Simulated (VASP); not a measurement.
Set up this calculation in VASP 6.6.1, as the native input.

| Quantity | Value |
| --- | --- |
| Task | single point |
| Functional | PBE |
| Dispersion | D3(BJ) |
| Potentials or basis | VASP PAW PBE potentials, release 64 (Ag, B) |
| Cutoff | 520 eV |
| k mesh | 10 × 10 × 8 |
| Occupations | gaussian, width 0.05 eV |
| Spin | no spin polarisation |
| Dipole correction | no |
| Further INCAR settings | ALGO = Normal; EDIFF = 1e-06; NBANDS = 16 |

The structure of AgB2 lies in POSCAR:

```
AgB2
1.0
    3.0105690817      0.0000000000      0.0000000000
   -1.5052845408      2.6072293046      0.0000000000
    0.0000000000      0.0000000000      4.0672225322
Ag B
1 2
Direct
    0.0000000000      0.0000000000      0.0000000000
    0.3333333333      0.6666666667      0.5000000000
    0.6666666667      0.3333333333      0.5000000000
```

This cell differs from its parent crystal: volume scaled by 1.02.

The input as run:

INCAR

```
  PREC = Accurate
  ENCUT = 520
  EDIFF = 1E-6
  ISMEAR = 0
  SIGMA = 0.05
  LREAL = False
  LASPH = True
  NELM = 60
  ALGO = Normal
  ISIF = 2
  LWAVE = False
  LCHARG = False
  GGA = PE
  IVDW = 12
  NBANDS = 16
```

KPOINTS

```
Automatic mesh
0
Gamma
  10 10 8
```

Potentials or basis: VASP PAW PBE potentials, release 64 (Ag, B).

Launch:

```sh
$ cat potpaw_PBE.64/Ag/POTCAR potpaw_PBE.64/B/POTCAR > POTCAR
$ mpirun -np 1 vasp_std > vasp.out
```

Results of the run:

```yaml
Pressure: -3.9 GPa
Dispersion_energy_per_atom: -0.328 eV
```

Caveat: three body term missing; pairwise dispersion overbinds metals, which lowers pressure and volume.

Run time: 57 s on 1 thread of AMD EPYC 7R13, with other jobs on the host, peak memory 0.15 GiB.
